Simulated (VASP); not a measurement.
Set up this calculation in VASP 6.6.1, as the native input.

| Property | Result |
| --- | --- |
| Task | single point |
| Functional | PBE |
| Potentials or basis | VASP PAW PBE potentials, release 64 (Nb_sv) |
| Cutoff | 520 eV |
| k mesh | 13 × 13 × 13 |
| Occupations | fermi-dirac, width 0.08 eV |
| Spin | no spin polarisation |
| Dipole correction | no |
| Further INCAR settings | ALGO = Normal; EDIFF = 1e-07; NBANDS = 12 |

The structure of Nb lies in POSCAR:

```
Nb
1.0
    0.0000000000      2.0791456158      2.0791456158
    2.0791456158      0.0000000000      2.0791456158
    2.0791456158      2.0791456158      0.0000000000
Nb
1
Direct
    0.0000000000      0.0000000000      0.0000000000
```

This cell differs from its parent crystal: volume scaled by 0.95.

One way to write it, as run:

INCAR

```
SYSTEM = Nb
  PREC = Accurate
  ENCUT = 520
  EDIFF = 1E-7
  ISMEAR = -1
  SIGMA = 0.08
  LREAL = .FALSE.
  LASPH = .TRUE.
  NELM = 100
  ALGO = Normal
  ISIF = 2
  LWAVE = .FALSE.
  LCHARG = .FALSE.
  GGA = PE
  NBANDS = 12
```

KPOINTS

```
regular mesh
0
G
  13 13 13
  0 0 0
```

Potentials or basis: VASP PAW PBE potentials, release 64 (Nb_sv).

Launch:

```console
$ cat potpaw_PBE.64/Nb_sv/POTCAR > POTCAR
$ mpirun -np 1 vasp_std > vasp.out
```

It gave:

```
Pressure : 7.6 GPa
```

Wall time 12 s on 1 thread of Intel(R) Xeon(R) Platinum 8259CL CPU @ 2.50GHz (Skylake/Cascade Lake), on a shared host, peak memory 0.14 GiB.
